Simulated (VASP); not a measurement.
Input of a VASP 6.6.1 run:

The input INCAR:

```
SYSTEM = Si4Mo2C
ALGO = Fast ; DIPOL = 0.5 0.5 0.359
EDIFF = 1E-6 ; EDIFFG = -0.025
ENCUT = 520 ; GGA = PE
IBRION = 2 ; IDIPOL = 3
ISIF = 2 ; ISMEAR = 0
LASPH = .True. ; LCHARG = .False.
LDIPOL = .True. ; LREAL = .False.
LWAVE = .False. ; NELM = 100
NSW = 36 ; PREC = Accurate
SIGMA = 0.1
```

Contents of KPOINTS:

```
k-points
0
Gamma
  8 8 1
  0 0 0
```

File POSCAR:

```
Si4Mo2C
1.0
    3.2169717285      0.0000000000      0.0000000000
    0.0000000000      3.2169717285      0.0000000000
    0.0000000000      0.0000000000     21.8787970046
Si Mo C
4 2 1
Selective dynamics
Direct
    0.0000000000      0.0000000000      0.1828254085  F F F
    0.0000000000      0.0000000000      0.3015081460  F F F
    0.5000000000      0.5000000000      0.3593659936  F F F
    0.5000000000      0.5000000000      0.4743769505  F F F
    0.5000000000      0.5000000000      0.2421667772  F F F
    0.0000000000      0.0000000000      0.4192862006  F F F
    0.5000000000      0.8750000000      0.5364434979  F F T
```

Potentials or basis: VASP PAW PBE potentials, release 64 (Si, Mo_sv, C).

Run with:

```bash
$ cat potpaw_PBE.64/Si/POTCAR potpaw_PBE.64/Mo_sv/POTCAR potpaw_PBE.64/C/POTCAR > POTCAR
$ mpirun -np 1 vasp_std > vasp.out
```

Question: Predict the band gap on the k mesh.

Answer: Zero (bands 24 and 25 overlap by 0.63 eV).

Question: Estimate the energy gained by relaxing.

Answer: 25.7 meV/atom.

The path:
```
step  energy change (eV)  largest force on free atoms (eV/Å)  pressure (GPa)
   1              0.0000                              1.8077           -0.91
   2             -0.1272                              1.0708           -0.34
   3             -0.1798                              0.0192            0.40
```
